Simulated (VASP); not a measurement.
Crystal: In4Ru.

```
CELL_PARAMETERS angstrom
0.00000 3.88938 3.88938
3.88938 0.00000 3.88938
3.88938 3.88938 0.00000
ATOMIC_POSITIONS crystal
In 0.11454 0.11454 0.11454
In 0.11454 0.11454 0.65638
In 0.11454 0.65638 0.11454
In 0.65638 0.11454 0.11454
Ru 0.75000 0.75000 0.75000
```

The cell was built from a structure type or drawn by symmetry, and may not be a known phase.

- Program: VASP 6.6.1
- Task: relaxation of cell and atoms
- Functional: PBE
- Potentials or basis: VASP PAW PBE potentials, release 64 (In_d, Ru_pv)
- Cutoff: 600 eV
- k mesh: 4 × 4 × 4
- Occupations: gaussian, width 0.1 eV
- Spin: no spin polarisation

At the start: pressure 13.2 GPa; volume 23.53 Å³/atom.

Question: Where does the relaxation end?

Answer: Over 5 steps the energy falls by 417.7 meV/atom and the volume is 26.11 Å³/atom (+10.9 %); space group F-43m (No. 216, to 0.1 Å) before and after.

Step by step:
| step | energy change (eV) | largest force (eV/Å) | pressure (GPa) | volume (Å³) |
| --- | --- | --- | --- | --- |
| 1 | 0.0000 | 6.7961 | 13.24 | 117.67 |
| 2 | 0.1803 | 4.7537 | -0.60 | 154.00 |
| 3 | -2.0730 | 0.4686 | -0.44 | 132.08 |
| 4 | -2.0855 | 0.2221 | -0.13 | 131.22 |
| 5 | -2.0886 | 0.0193 | 0.14 | 130.53 |

Final structure:
```cif
data_structure
_symmetry_space_group_name_H-M 'P 1'
_symmetry_Int_Tables_number 1
_cell_length_a 5.6939
_cell_length_b 5.6939
_cell_length_c 5.6939
_cell_angle_alpha 60.000
_cell_angle_beta 60.000
_cell_angle_gamma 60.000
_cell_volume 130.53
loop_
_atom_site_label
_atom_site_type_symbol
_atom_site_fract_x
_atom_site_fract_y
_atom_site_fract_z
_atom_site_occupancy
In1 In 0.12492 0.12492 0.12492 1
In2 In 0.12492 0.12492 0.62525 1
In3 In 0.12492 0.62525 0.12492 1
In4 In 0.62525 0.12492 0.12492 1
Ru1 Ru 0.75000 0.75000 0.75000 1
```
